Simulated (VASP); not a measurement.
A run of VASP 6.6.1:

INCAR

```
PREC     = Accurate       # precision mode
ENCUT    = 520            # plane-wave cutoff, eV
EDIFF    = 1E-8           # SCF threshold, eV
ISMEAR   = -1             # smearing method
SIGMA    = 0.05           # smearing width, eV
LREAL    = False          # projectors in reciprocal space
LASPH    = True           # aspherical terms in the spheres
NELM     = 100            # most SCF steps
ALGO     = Normal         # electronic algorithm
ISIF     = 2              # what is computed and relaxed
LWAVE    = False          # write WAVECAR
LCHARG   = False          # write CHGCAR
GGA      = PE             # functional
LEFG     = True         
NBANDS   = 9              # bands
```

File KPOINTS:

```
regular mesh
0
Gamma
  13 13 13
```

POSCAR

```
LiH
1.0
    0.0000000000      2.1448521955      2.1448521955
    2.1448521955      0.0000000000      2.1448521955
    2.1448521955      2.1448521955      0.0000000000
Li H
1 1
Direct
    0.0000000000      0.0000000000      0.0000000000
    0.2500000000      0.2500000000      0.2500000000
```

Potentials or basis: VASP PAW PBE potentials, release 64 (Li_sv, H).

The run is started by

```console
$ cat potpaw_PBE.64/Li_sv/POTCAR potpaw_PBE.64/H/POTCAR > POTCAR
$ mpirun -np 1 vasp_std > vasp.out
```

Hardware: 1 thread of Intel Xeon 8259CL (shared host).

**Question.** How long does it take, and how much memory?

**Answer.** It took 17 s on 1 thread of Intel Xeon 8259CL, on a shared host, peak memory 0.14 GiB. Counts: scf iterations 14, k points 84.
